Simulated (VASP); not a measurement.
Sc:

```
Sc
1.0
     3.24145    0.00000    0.00000
    -1.62073    2.80718    0.00000
     0.00000    0.00000    5.16565
Sc
2
Direct
  0.66667 0.33333 0.75000
  0.33333 0.66667 0.25000
```

This cell differs from its parent crystal: volume scaled by 0.94.

Base run:

* Program: VASP 6.6.1
* Functional: PBEsol
* Potentials or basis: VASP PAW PBE potentials, release 64 (Sc_sv)
* Cutoff: 520 eV
* k mesh: 9 × 9 × 5
* Occupations: fermi-dirac, width 0.05 eV
* Spin: no spin polarisation

Its results: band gap on the k mesh zero (band 11 reaches 4.56 eV, above the bottom of band 12 at 3.32 eV); pressure 0.5 GPa.

Q: The run is repeated on the same cell with these changes: functional from PBEsol to r2SCAN; further incar settings from ALGO = Fast; EDIFF = 1e-07; NBANDS = 18 to ALGO = Normal; EDIFF = 1e-06; NBANDS = 18. What comes out?

A: Band gap on the k mesh zero (band 11 reaches 4.78 eV, above the bottom of band 12 at 3.50 eV); pressure 3.9 GPa.

Caveats: the PAW data sets were made with another functional, which shifts forces and pressure a little.
